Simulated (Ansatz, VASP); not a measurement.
## One calculation of Li3TaO4, two programs

File INCAR:

```
SYSTEM = Li3TaO4
ALGO = Normal
EDIFF = 1E-6
ENCUT = 880
GGA = PS
GGA_COMPAT = .False.
ISIF = 2
ISMEAR = 0
LASPH = .True.
LCHARG = .False.
LREAL = .False.
LWAVE = .False.
NBANDS = 33
NELM = 120
PREC = Accurate
SIGMA = 0.05
```

The input KPOINTS:

```
k-points
0
Gamma
  10 10 10
  0 0 0
```

Contents of POSCAR:

```
Li3TaO4
1.0
   -2.0422644308      2.0422644308      4.2529592940
    2.0422644308     -2.0422644308      4.2529592940
    2.0422644308      2.0422644308     -4.2529592940
Li Ta O
3 1 4
Direct
    0.5229252135      0.5229252135      0.0000000000
    0.2519362554      0.7519362554      0.5000000000
    0.7519362554      0.2519362554      0.5000000000
   -0.0005640607     -0.0005640607      0.0000000000
   -0.0002862996      0.4997137004      0.5000000000
    0.7719232568      0.7719232568      0.0000000000
    0.4997137004     -0.0002862996      0.5000000000
    0.2234046014      0.2234046014      0.0000000000
```

Input for Ansatz:

```yaml
crystal:
  lattice:
    - [-2.0422644308, 2.0422644308, 4.252959294]
    - [2.0422644308, -2.0422644308, 4.252959294]
    - [2.0422644308, 2.0422644308, -4.252959294]
  atoms:
    - { symbol: Li, position: [0.5229252135, 0.5229252135, 0.0] }
    - { symbol: Li, position: [0.2519362554, 0.7519362554, 0.5] }
    - { symbol: Li, position: [0.7519362554, 0.2519362554, 0.5] }
    - { symbol: Ta, position: [-0.0005640607, -0.0005640607, 0.0] }
    - { symbol: O, position: [-0.0002862996, 0.4997137004, 0.5] }
    - { symbol: O, position: [0.7719232568, 0.7719232568, 0.0] }
    - { symbol: O, position: [0.4997137004, -0.0002862996, 0.5] }
    - { symbol: O, position: [0.2234046014, 0.2234046014, 0.0] }
basis:
  ecutwfc: 420
kpoints:
  mp_grid: { grid: [10, 10, 10] }
hamiltonian:
  xc: pbesol
scf:
  occupations: { method: gaussian, width: 0.05 }
output:
  forces: true
  stress: true
  eigenvalues: true
```

Change from the starting cell: mode 1 (-167.1 1/cm) frozen in, largest displacement +0.195 Å.

Alike in both runs: task single point; functional PBEsol; k mesh 10 × 10 × 10; occupations gaussian, width 0.05 eV; no spin polarisation.

```csv
,VASP,Ansatz
version,VASP 6.6.1,Ansatz 0.2.0
potentials or method,"VASP PAW PBE potentials, release 64 (Li_sv, Ta_sv_GW, O), cutoff 880 eV","scalar-relativistic, plane waves, PAW"
valence electrons in the cell,46,46
```

|  | VASP | Ansatz | Ansatz less VASP |
| --- | --- | --- | --- |
| gap on the k mesh at the Fermi level (eV) | 1.60 | 1.61 | +0.006 |
| least direct gap on the mesh (eV) | 1.66 | 1.67 | +0.007 |
| pressure (GPa) | 0.5 | 0.1 | -0.39 |
| traceless stress, the component that is largest in VASP (GPa) | 0.89 | 0.67 | -0.224 |
| rms of the force components (eV/Å) | 0.034 | 0.025 | -0.0091 |

VASP's potentials were made for PBE, not for PBEsol. Atom by atom the forces differ by 0.021 eV/Å (rms over components).

Spin-orbit coupling is off throughout.
